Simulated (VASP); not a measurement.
Set up this calculation in VASP 6.6.1, as the native input.

```
Task                   : single point
Functional             : PBE
Potentials or basis    : VASP PAW PBE potentials, release 64 (Ni, Al)
Cutoff                 : 520 eV
k mesh                 : 14 × 14 × 14
Occupations            : fermi-dirac, width 0.08 eV
Spin                   : no spin polarisation
Dipole correction      : no
Further INCAR settings : ALGO = Normal; EDIFF = 1e-07; NBANDS = 14
```

The structure of AlNi (CsCl type) lies in POSCAR:

```
AlNi
1.0
    2.8343371620      0.0000000000      0.0000000000
    0.0000000000      2.8343371620      0.0000000000
    0.0000000000      0.0000000000      2.8343371620
Ni Al
1 1
Direct
    0.0000000000      0.0000000000      0.0000000000
    0.5000000000      0.5000000000      0.5000000000
```

This cell differs from its parent crystal: volume scaled by 0.94.

One way to write it, as run:

INCAR

```
SYSTEM = AlNi
ALGO = Normal ; EDIFF = 1E-7
ENCUT = 520 ; GGA = PE
ISIF = 2 ; ISMEAR = -1
LASPH = .TRUE. ; LCHARG = .FALSE.
LREAL = .FALSE. ; LWAVE = .FALSE.
NBANDS = 14 ; NELM = 100
PREC = Accurate ; SIGMA = 0.08
```

KPOINTS

```
k-points
0
G
  14 14 14
  0 0 0
```

Potentials or basis: VASP PAW PBE potentials, release 64 (Ni, Al).

Command:

```bash
$ cat potpaw_PBE.64/Ni/POTCAR potpaw_PBE.64/Al/POTCAR > POTCAR
$ mpirun -np 1 vasp_std > vasp.out
```

Results of the run:

```yaml
Pressure: 11.2 GPa
```

Wall time 23 s on 1 thread of Intel Xeon 6975P-C, on a shared host, peak memory 0.17 GiB.
